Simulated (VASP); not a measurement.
Set up this calculation in VASP 6.6.1, as the native input.

```
Task                   : single point
Functional             : PBE
Potentials or basis    : VASP PAW PBE potentials, release 64 (Nb_sv, Sn_d, Se)
Cutoff                 : 500 eV
k mesh                 : 3 × 3 × 2
Occupations            : gaussian, width 0.15 eV
Spin                   : no spin polarisation
Dipole correction      : no
Further INCAR settings : ALGO = Normal; EDIFF = 1e-06; NBANDS = 34
```

The structure of NbSnSe4 lies in POSCAR:

```
NbSnSe4
1.0
    4.9672046929      0.0000000000      0.0000000000
   -2.4836023464      4.3017254498      0.0000000000
    0.0000000000      0.0000000000     10.7342359633
Nb Sn Se
1 1 4
Direct
    0.0000000000      0.0000000000      0.0000000000
    0.3333333333      0.6666666667      0.5000000000
    0.6666666667      0.3333333333      0.5000000000
    0.0000000000      0.0000000000      0.7809897188
    0.0000000000      0.0000000000      0.2190102812
    0.0000000000      0.0000000000      0.5000000000
```

The cell was built from a structure type or drawn by symmetry, and may not be a known phase.

These files were run (other wordings do the same):

INCAR

```
SYSTEM = NbSnSe4
  PREC = Accurate
  ENCUT = 500
  EDIFF = 1E-6
  ISMEAR = 0
  SIGMA = 0.15
  LREAL = .False.
  LASPH = .True.
  NELM = 120
  ALGO = Normal
  ISIF = 2
  LWAVE = .False.
  LCHARG = .False.
  GGA = PE
  NBANDS = 34
  GGA_COMPAT = .False.
```

KPOINTS

```
regular mesh
0
Gamma
  3 3 2
  0 0 0
```

Potentials or basis: VASP PAW PBE potentials, release 64 (Nb_sv, Sn_d, Se).

Run with:

```sh
$ cat potpaw_PBE.64/Nb_sv/POTCAR potpaw_PBE.64/Sn_d/POTCAR potpaw_PBE.64/Se/POTCAR > POTCAR
$ mpirun -np 1 vasp_std > vasp.out
```

Results of the run:

```
Pressure               : 0.4 GPa
Largest force          : 0.071 eV/Å
Band gap on the k mesh : zero (an odd number of electrons rules out a gap without spin polarisation)
```

Caveat: the k points lie up to 0.49 Å⁻¹ apart, too coarse for converged energies and pressures of a metal; spin-orbit coupling is left out, which moves the levels of the heavy elements.

Wall time 53 s on 1 thread of Intel(R) Xeon(R) Platinum 8488C (Sapphire Rapids), on a shared host, peak memory 0.32 GiB.
